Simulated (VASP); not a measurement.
# GaN (F-43m) in VASP: a series of runs, part 2 of 2

VASP 6.6.1. The steps go on from the part before.

### Step 4. Relaxation of cell and atoms, LDA, target pressure 2 GPa, at which the enthalpy is minimised

This run uses another cell than the first one, of 11.06 Å³/atom, 1.033 times its volume.

Input file INCAR:

```
SYSTEM = GaN
ALGO     = Normal         ! electronic algorithm
EDIFF    = 1E-6           ! SCF threshold, eV
EDIFFG   = -0.002         ! ionic threshold
ENCUT    = 600            ! plane-wave cutoff, eV
GGA      = CA             ! functional
IBRION   = 2              ! ionic algorithm
ISIF     = 3              ! what is computed and relaxed
ISMEAR   = 0              ! smearing method
LASPH    = .True.         ! aspherical terms in the spheres
LCHARG   = .False.        ! write CHGCAR
LREAL    = .False.        ! projectors in reciprocal space
LWAVE    = .False.        ! write WAVECAR
NELM     = 80             ! most SCF steps
NSW      = 100            ! ionic steps
PREC     = Accurate       ! precision mode
PSTRESS  = 20.0         
SIGMA    = 0.01           ! smearing width, eV
```

Input file KPOINTS:

```
k-points
0
Gamma
  10 10 10
  0 0 0
```

Input file POSCAR:

```
GaN
1.0
    0.0000000000      2.2277074437      2.2277074437
    2.2277074437      0.0000000000      2.2277074437
    2.2277074437      2.2277074437      0.0000000000
Ga N
1 1
Direct
    0.0000000000      0.0000000000      0.0000000000
    0.2500000000      0.2500000000      0.2500000000
```

Potentials or basis: VASP PAW LDA potentials, release 64 (Ga_d, N).

The run is started by

```
$ cat potpaw_LDA.64/Ga_d/POTCAR potpaw_LDA.64/N/POTCAR > POTCAR
$ mpirun -np 1 vasp_std > vasp.out
```

OUTCAR:

```text
SYSTEM = GaN
   EDIFF = 1E-6
   EDIFFG = -0.002
   ENCUT = 600
   GGA = CA
   IBRION = 2
   ISIF = 3
   ISMEAR = 0
   LASPH = .True.
   LREAL = .False.
   NELM = 80
   NSW = 100
   PREC = Accurate
   PSTRESS = 20.0

 ion  position               nearest neighbor table
   1  0.000  0.000  0.000-   2 1.93   2 1.93   2 1.93   2 1.93
   2  0.250  0.250  0.250-   1 1.93   1 1.93   1 1.93   1 1.93

  LATTYP: Found a face centered cubic cell.
 ALAT       =     4.4554148874

  Lattice vectors:

 A1 = (   0.0000000000,   2.2277074437,   2.2277074437)
 A2 = (   2.2277074437,   0.0000000000,   2.2277074437)
 A3 = (   2.2277074437,   2.2277074437,   0.0000000000)

Analysis of symmetry for initial positions (statically):
=====================================================================
 Subroutine PRICEL returns:
[... 384 lines left out ...]
      1     -10.6770      2.00000
      2      -8.1223      2.00000
      3      -8.1223      2.00000
      4      -8.1223      2.00000
      5      -7.7626      2.00000
      6      -7.7626      2.00000
      7       5.4749      2.00000
      8       5.4749      2.00000
      9       5.4749      2.00000
     10       7.4785      0.00000
     11      15.8311      0.00000
     12      15.8311      0.00000
     13      15.8311      0.00000
[... 354 lines left out ...]
  band No.  band energies     occupation
      1      -9.6115      2.00000
      2      -7.9870      2.00000
      3      -7.8717      2.00000
      4      -7.8702      2.00000
      5      -7.6948      2.00000
      6      -6.7779      2.00000
      7       0.3387      2.00000
      8       2.8458      2.00000
      9       3.1871      2.00000
     10       9.8971      0.00000
     11      12.7464      0.00000
     12      16.3238      0.00000
     13      18.4963      0.00000

 [... further k-points ...]

------------------------ aborting loop because EDIFF is reached ----------------------------------------

  FORCE on cell =-STRESS in cart. coord.  units (eV):
  Direction    XX          YY          ZZ          XY          YZ          ZX
  --------------------------------------------------------------------------------------
  -------------------------------------------------------------------------------------
  Total        0.2778827      0.2778827      0.2778827      0.0000000      0.0000000      0.0000000
  in kB       20.2340796     20.2340796     20.2340796      0.0000000      0.0000000      0.0000000
  external PRESSURE =       0.2340796 kB  Pullay stress =      20.0000000 kB
[... 21 lines left out ...]
  energy  without entropy=      -13.9430885121  energy(sigma->0) =      -13.94308851

  enthalpy is  TOTEN    =       -13.6684204870 eV   P V=        0.2746680251

 reached required accuracy - stopping structural energy minimisation
```

OSZICAR:

```text
N       E                     dE             d eps       ncg     rms          rms(c)
DAV:   1     0.980229938333E+02    0.98023E+02   -0.10756E+04  1323   0.274E+03
DAV:   2    -0.803485155027E+01   -0.10606E+03   -0.99651E+02  1402   0.403E+02
DAV:   3    -0.159087926871E+02   -0.78739E+01   -0.78310E+01  1372   0.943E+01
[... 61 lines left out ...]
DAV:   1    -0.139430862544E+02    0.55673E-05   -0.23525E-07   611   0.781E-03    0.182E-03
DAV:   2    -0.139430861884E+02    0.66008E-07   -0.62772E-08   611   0.875E-03
  10 F= -.13668420E+02 E0= -.13668420E+02  d E =-.246646E-05
       N       E                     dE             d eps       ncg     rms          rms(c)
DAV:   1    -0.139430885174E+02   -0.22630E-05   -0.19430E-07   611   0.146E-02    0.484E-04
DAV:   2    -0.139430885121E+02    0.53087E-08   -0.31407E-08   611   0.511E-03
  11 F= -.13668420E+02 E0= -.13668420E+02  d E =-.245481E-05
```

CONTCAR:

```text
GaN
   1.00000000000000
     0.0000000000000000    2.2240927715923706    2.2240927715923706
     2.2240927715923706    0.0000000000000000    2.2240927715923706
     2.2240927715923706    2.2240927715923706   -0.0000000000000000
  Ga              N
     1     1
Direct
     0.0000000000000000    0.0000000000000000    0.0000000000000000
     0.2500000000000000    0.2500000000000000    0.2500000000000000

  0.00000000E+00  0.00000000E+00  0.00000000E+00
  0.00000000E+00  0.00000000E+00  0.00000000E+00
```

Wall time 53 s (1 thread of Intel Xeon Platinum 8488C (Sapphire Rapids), shared host); peak memory 0.16 GiB.

What came out:

```
Free energy                                            : -13.9431 eV
Relaxed volume                                         : 11.00 Å³/atom
Relaxed cell                                           : a = 3.145 Å, b = 3.145 Å, c = 3.145 Å, α = 60.00°, β = 60.00°, γ = 60.00°
Space group after relaxing (to 0.05 Å)                 : F-43m (No. 216)
Energy change on relaxing (the enthalpy is what falls) : +0.5 meV/atom
Ionic steps                                            : 11
Pressure after relaxing                                : 2.0 GPa
Band gap on the k mesh                                 : 2.00 eV, direct
```

Step by step:
```
step  energy change (eV)  largest force (eV/Å)  pressure (GPa)  volume (Å³)
   1              0.0000                0.0000            1.00        22.11
   2              0.0028                0.0000            3.32        21.89
   3              0.0011                0.0000            1.88        22.00
   4              0.0012                0.0000            2.15        21.99
   5              0.0011                0.0000            2.06        22.00
   6              0.0010                0.0000            1.96        22.01
   7              0.0010                0.0000            2.05        22.00
   8              0.0010                0.0000            1.91        22.01
   9              0.0010                0.0000            1.96        22.00
  10              0.0010                0.0000            2.04        22.00
  11              0.0010                0.0000            2.02        22.00
```

Final structure:
```
Ga N
1.0
     0.00000    2.22409    2.22409
     2.22409    0.00000    2.22409
     2.22409    2.22409    0.00000
Ga N
1 1
Direct
  0.00000 0.00000 0.00000
  0.25000 0.25000 0.25000
```

Caveat: the cell is relaxed towards a set pressure, so the enthalpy falls and the energy may rise. Expect the measured gap to be larger: semilocal functionals such as LDA lack the derivative discontinuity.

### Step 5. Relaxation of cell and atoms, LDA, target pressure 4 GPa, at which the enthalpy is minimised

This run uses another cell than the first one, of 11.06 Å³/atom, 1.033 times its volume.

Input file INCAR:

```
SYSTEM = GaN
PREC     = Accurate       ! precision mode
ENCUT    = 600            ! plane-wave cutoff, eV
EDIFF    = 1E-6           ! SCF threshold, eV
ISMEAR   = 0              ! smearing method
SIGMA    = 0.01           ! smearing width, eV
LREAL    = .FALSE.        ! projectors in reciprocal space
LASPH    = .TRUE.         ! aspherical terms in the spheres
NELM     = 80             ! most SCF steps
ALGO     = Normal         ! electronic algorithm
ISIF     = 3              ! what is computed and relaxed
LWAVE    = .FALSE.        ! write WAVECAR
LCHARG   = .FALSE.        ! write CHGCAR
IBRION   = 2              ! ionic algorithm
NSW      = 100            ! ionic steps
EDIFFG   = -0.002         ! ionic threshold
PSTRESS  = 40.0
```

Input file KPOINTS:

```
Automatic mesh
0
G
  10 10 10
  0 0 0
```

POSCAR is that of step 4.

The run is started by

```
$ cat potpaw_LDA.64/Ga_d/POTCAR potpaw_LDA.64/N/POTCAR > POTCAR
$ mpirun -np 1 vasp_std > vasp.out
```

Run time: 46 s. Hardware: 1 thread of Intel Xeon Platinum 8488C (Sapphire Rapids), shared host; peak memory 0.15 GiB.

It converged, with:

- Free energy: -13.9392 eV
- Relaxed volume: 10.90 Å³/atom
- Relaxed cell: a = 3.136 Å, b = 3.136 Å, c = 3.136 Å, α = 60.00°, β = 60.00°, γ = 60.00°
- Space group after relaxing (to 0.05 Å): F-43m (No. 216)
- Energy change on relaxing (the enthalpy is what falls): +2.4 meV/atom
- Ionic steps: 8
- Pressure after relaxing: 4.0 GPa
- Band gap on the k mesh: 2.06 eV, direct

Step by step:
```csv
step,energy change (eV),largest force (eV/Å),pressure (GPa),volume (Å³)
1,0.0000,0.0000,1.00,22.11
2,0.0173,0.0000,7.60,21.45
3,0.0048,0.0000,3.57,21.80
4,0.0058,0.0000,4.42,21.76
5,0.0053,0.0000,4.15,21.78
6,0.0051,0.0000,4.09,21.79
7,0.0046,0.0000,3.90,21.81
8,0.0049,0.0000,4.03,21.80
```

Final structure:
```
CELL_PARAMETERS angstrom
0.00000 2.21717 2.21717
2.21717 0.00000 2.21717
2.21717 2.21717 0.00000
ATOMIC_POSITIONS crystal
Ga 0.00000 0.00000 0.00000
N 0.25000 0.25000 0.25000
```

Levels at points of the mesh, in eV from the valence-band top:
| k point | band 7 | band 8 | band 9 | band 10 | band 11 | band 12 |
| --- | --- | --- | --- | --- | --- | --- |
| (0.00, 0.00, 0.00) | 0.00 | 0.00 | 0.00 | 2.06 | 10.41 | 10.41 |
| (0.50, 0.00, 0.00) | -7.45 | -1.04 | -1.04 | 4.88 | 8.84 | 10.46 |
| (0.50, 0.50, 0.00) | -6.41 | -2.91 | -2.91 | 3.26 | 6.77 | 11.86 |

Caveat: the cell is relaxed towards a set pressure, so the enthalpy falls and the energy may rise.

### Step 6. Relaxation of cell and atoms, LDA, target pressure 7 GPa, at which the enthalpy is minimised

This run uses another cell than the first one, of 11.06 Å³/atom, 1.033 times its volume.

Input file INCAR:

```
SYSTEM = GaN
  PREC = Accurate
  ENCUT = 600
  EDIFF = 1E-7
  ISMEAR = 0
  SIGMA = 0.01
  LREAL = .FALSE.
  LASPH = .TRUE.
  NELM = 60
  ALGO = Normal
  ISIF = 3
  LWAVE = .FALSE.
  LCHARG = .FALSE.
  IBRION = 2
  NSW = 100
  EDIFFG = -0.002
  PSTRESS = 70.0
```

Input file KPOINTS:

```
regular mesh
0
G
  10 10 10
  0 0 0
```

POSCAR is that of step 5.

Potentials or basis: VASP PAW LDA potentials, release 64 (Ga_d, N).

The run is started by

```
$ cat potpaw_LDA.64/Ga_d/POTCAR potpaw_LDA.64/N/POTCAR > POTCAR
$ mpirun -np 1 vasp_std > vasp.out
```

Run time: 41 s. Hardware: 1 thread of Intel Xeon Platinum 8488C (Sapphire Rapids), shared host; peak memory 0.16 GiB.

Results (log left out):

- Free energy: -13.9294 eV
- Relaxed volume: 10.76 Å³/atom
- Relaxed cell: a = 3.122 Å, b = 3.122 Å, c = 3.122 Å, α = 60.00°, β = 60.00°, γ = 60.00°
- Space group after relaxing (to 0.05 Å): F-43m (No. 216)
- Energy change on relaxing (the enthalpy is what falls): +7.3 meV/atom
- Ionic steps: 6
- Pressure after relaxing: 7.0 GPa
- Band gap on the k mesh: 2.15 eV, direct

The path:
```
step  energy change (eV)  largest force (eV/Å)  pressure (GPa)  volume (Å³)
   1              0.0000                0.0000            0.99        22.11
   2              0.0628                0.0000           15.22        20.81
   3              0.0145                0.0000            6.96        21.52
   4              0.0150                0.0000            7.10        21.50
   5              0.0142                0.0000            6.85        21.52
   6              0.0147                0.0000            7.01        21.51
```

Final structure:
```yaml
crystal:
  lattice:
    - [0.00000, 2.20741, 2.20741]
    - [2.20741, 0.00000, 2.20741]
    - [2.20741, 2.20741, 0.00000]
  atoms:
    - { symbol: Ga, position: [0.00000, 0.00000, 0.00000] }
    - { symbol: N, position: [0.25000, 0.25000, 0.25000] }
```

Levels at points of the mesh, in eV from the valence-band top:
```
           k point  band 5  band 6  band 7  band 8  band 9  band 10  band 11  band 12  band 13
(0.00, 0.00, 0.00)  -13.24  -13.24    0.00    0.00    0.00     2.15    10.50    10.50    10.50
(0.50, 0.00, 0.00)  -13.19  -11.87   -7.54   -1.06   -1.06     4.97     8.90    10.52    10.52
(0.50, 0.50, 0.00)  -13.15  -11.40   -6.47   -2.96   -2.96     3.26     6.84    11.96    14.42
```

Caveat: the cell is relaxed towards a set pressure, so the enthalpy falls and the energy may rise.

### Step 7. Summary

| task | cell | cutoff (eV) | gap on the mesh (eV) | pressure (GPa) |
| --- | --- | --- | --- | --- |
| single point | a = 3.117 Å, angles 60.0°, 2 atoms | 520 | 2.18 | 8.3 |
| relaxation of cell and atoms | relaxed to 1 GPa from a = 3.150 Å, angles 60.0°, 2 atoms | 600 | 1.97 | 1.0 |
| relaxation of cell and atoms | relaxed to 2 GPa from a = 3.150 Å, angles 60.0°, 2 atoms | 600 | 2.00 | 2.0 |
| relaxation of cell and atoms | relaxed to 4 GPa from a = 3.150 Å, angles 60.0°, 2 atoms | 600 | 2.06 | 4.0 |
| relaxation of cell and atoms | relaxed to 7 GPa from a = 3.150 Å, angles 60.0°, 2 atoms | 600 | 2.15 | 7.0 |

Alike in all rows: level LDA; potentials or basis VASP PAW LDA potentials, release 64 (Ga_d, N); no spin polarisation; k mesh 10 × 10 × 10; smearing gaussian 0.01 eV.

Caveats: the cell is relaxed towards a set pressure, so the enthalpy falls and the energy may rise (some runs); the relaxation stopped at its first step, so nothing moved (some runs).

Total energies depend on the potentials used, so only differences within one code and one set of settings carry meaning.
